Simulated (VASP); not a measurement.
Set up this calculation in VASP 6.6.1, as the native input.

* Task: single point
* Functional: PBEsol
* Potentials or basis: VASP PAW PBE potentials, release 64 (O)
* Cutoff: 520 eV
* k mesh: 6 × 6 × 6
* Occupations: fermi-dirac, width 0.05 eV
* Spin: no spin polarisation
* Dipole correction: no
* Further INCAR settings: ALGO = Normal; EDIFF = 1e-06; NBANDS = 16

The structure of O lies in POSCAR:

```
O
1.0
    4.0647320000      0.0000000000      0.0000000000
    0.0000000000      4.0647320000      0.0000000000
    0.0000000000      0.0000000000      4.0647320000
O
3
Direct
    0.5000000000      0.5000000000      0.0000000000
    0.5000000000      0.0000000000      0.5000000000
    0.0000000000      0.5000000000      0.5000000000
```

The input as run:

INCAR

```
SYSTEM = O
ALGO = Normal
EDIFF = 1E-6
ENCUT = 520
GGA = PS
ISIF = 2
ISMEAR = -1
LASPH = .TRUE.
LCHARG = .FALSE.
LREAL = .FALSE.
LWAVE = .FALSE.
NBANDS = 16
NELM = 80
PREC = Accurate
SIGMA = 0.05
```

KPOINTS

```
k-points
0
G
  6 6 6
  0 0 0
```

Potentials or basis: VASP PAW PBE potentials, release 64 (O).

Command:

```console
$ cat potpaw_PBE.64/O/POTCAR > POTCAR
$ mpirun -np 1 vasp_std > vasp.out
```

Results of the run:

```json
{
 "Pressure": "-13.5 GPa",
 "Band gap on the k mesh": "zero (band 9 reaches -5.37 eV, above the bottom of band 10 at -6.02 eV)"
}
```

Caveat: the PAW data sets were made with another functional, which shifts forces and pressure a little.

Run time: 14 s on 1 thread of Intel(R) Xeon(R) Platinum 8488C (Sapphire Rapids), on a shared host, peak memory 0.16 GiB.
